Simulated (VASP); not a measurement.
Runs of VASP 6.6.1 on HfC. The structure is that of space group P6_3/mmc (No. 194), or close to it. The cells are those of the table. 

| level | potentials or basis | U | cell | k mesh | cutoff (eV) | grid for exact exchange (PRECFOCK) | share of exact exchange | screening parameter | gap on the mesh (eV) | pressure (GPa) |
| --- | --- | --- | --- | --- | --- | --- | --- | --- | --- | --- |
| PBEsol | VASP PAW PBE potentials, release 64 (Hf_pv, C) | - | a = 3.343, b = 3.343, c = 5.203 Å, angles 90.0, 90.0, 120.0°, 4 atoms | 7 × 7 × 4 | 520 | - | - | - | none | -7.9 |
| r2SCAN+U | VASP PAW PBE potentials, release 64 (Hf_pv, C) | Hf d U = 6.0 eV | a = 3.343, b = 3.343, c = 5.203 Å, angles 90.0, 90.0, 120.0°, 4 atoms | 9 × 9 × 5 | 520 | - | - | - | none | 18.3 |
| r2SCAN+U | VASP PAW PBE potentials, release 64 (Hf_pv, C) | Hf d U = 8.0 eV | a = 3.343, b = 3.343, c = 5.203 Å, angles 90.0, 90.0, 120.0°, 4 atoms | 9 × 9 × 5 | 520 | - | - | - | none | (b) |
| PBEsol | VASP PAW PBE potentials, release 64 (Hf_pv, C) | - | a = 3.408, b = 3.408, c = 5.305 Å, angles 90.0, 90.0, 120.0°, 4 atoms | 9 × 9 × 5 | 600 | - | - | - | none | -19.3 |
| r2SCAN+U | VASP PAW PBE potentials, release 64 (Hf_pv, C) | Hf d U = 3.0 eV | a = 3.343, b = 3.343, c = 5.203 Å, angles 90.0, 90.0, 120.0°, 4 atoms | 9 × 9 × 5 | 520 | - | - | - | none | 6.9 |
| r2SCAN+U | VASP PAW PBE potentials, release 64 (Hf_pv, C) | Hf d U = 1.0 eV | a = 3.343, b = 3.343, c = 5.203 Å, angles 90.0, 90.0, 120.0°, 4 atoms | 9 × 9 × 5 | 520 | - | - | - | none | -0.3 |
| PBE-based screened hybrid | VASP PAW PBE potentials, release 64 (Hf_pv, C) | - | a = 3.343, b = 3.343, c = 5.203 Å, angles 90.0, 90.0, 120.0°, 4 atoms | 5 × 5 × 3 | 520 | Normal | 0.3 | 0.2 1/Å | none | (c) |
| LDA | VASP PAW LDA potentials, release 64 (Hf_pv, C) | - | a = 3.275, b = 3.275, c = 5.097 Å, angles 90.0, 90.0, 120.0°, 4 atoms | 9 × 9 × 5 | 520 | - | - | - | none | (a) |
| PBEsol | VASP PAW PBE potentials, release 64 (Hf_pv, C) | - | a = 3.343, b = 3.343, c = 5.203 Å, angles 90.0, 90.0, 120.0°, 4 atoms | 9 × 9 × 5 | 520 | - | - | - | none | -7.9 |
| LDA | VASP PAW LDA potentials, release 64 (Hf_pv, C) | - | a = 3.387, b = 3.387, c = 5.271 Å, angles 90.0, 90.0, 120.0°, 4 atoms | 9 × 9 × 5 | 520 | - | - | - | none | -20.0 |
| r2SCAN | VASP PAW PBE potentials, release 64 (Hf_pv, C) | - | a = 3.275, b = 3.275, c = 5.097 Å, angles 90.0, 90.0, 120.0°, 4 atoms | 9 × 9 × 5 | 520 | - | - | - | none | 12.6 |

Alike in all rows: task single point; no spin polarisation; smearing fermi-dirac 0.05 eV.

Task: Fill in the values left out.

Result: (a) 2.7; (b) 26.3; (c) -7.1.

Caveats: some runs use coarse meshes; spin-orbit coupling is left out, which moves the levels of the heavy elements; the PAW data sets were made with another functional, which shifts forces and pressure a little (some runs); U without spin polarisation on a metal has little footing (some runs); the U is typed as a test and isn't derived for this compound (some runs).

A k mesh can miss the band edges, and the runs leave out spin-orbit coupling on Hf.

A gap of «none» marks levels without a gap at the run's occupations.
